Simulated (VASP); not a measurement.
Write the native input for VASP 6.6.1 that does the following.

```
Task                   : single point
Functional             : PBEsol
Potentials or basis    : VASP PAW PBE potentials, release 64 (Ca_sv)
Cutoff                 : 520 eV
k mesh                 : 9 × 9 × 9
Occupations            : fermi-dirac, width 0.05 eV
Spin                   : no spin polarisation
Dipole correction      : no
Further INCAR settings : ALGO = Normal; EDIFF = 1e-07; NBANDS = 11
```

The structure of Ca lies in POSCAR:

```
Ca
1.0
   -1.9251777084      1.9257663444      1.9306180214
    1.9251777084     -1.9257663444      1.9306180214
    1.9251777084      1.9257663444     -1.9306180214
Ca
1
Direct
    0.5000000000      0.5000000000      0.0000000000
```

This isn't the form of Ca at room conditions, which is fcc.

The input as run:

INCAR

```
SYSTEM = Ca
PREC = Accurate ; ENCUT = 520
EDIFF = 1E-7 ; ISMEAR = -1
SIGMA = 0.05 ; LREAL = .False.
LASPH = .True. ; NELM = 80
ALGO = Normal ; ISIF = 2
LWAVE = .False. ; LCHARG = .True.
GGA = PS ; LELF = .True.
LVHAR = .True. ; NBANDS = 11
```

KPOINTS

```
Automatic mesh
0
Gamma
  9 9 9
  0 0 0
```

Potentials or basis: VASP PAW PBE potentials, release 64 (Ca_sv).

Command:

```sh
$ cat potpaw_PBE.64/Ca_sv/POTCAR > POTCAR
$ mpirun -np 1 vasp_std > vasp.out
```

Results of the run:

The pressure is 10.0 GPa and the band gap on the k mesh is zero (bands 5 and 6 overlap by 0.79 eV).

Caveat: the cell stands under pressure; the PAW data sets were made with another functional, which shifts forces and pressure a little.

Wall time 24 s on 1 thread of Intel(R) Xeon(R) Platinum 8559C (Emerald Rapids) (shared host), peak memory 0.18 GiB.
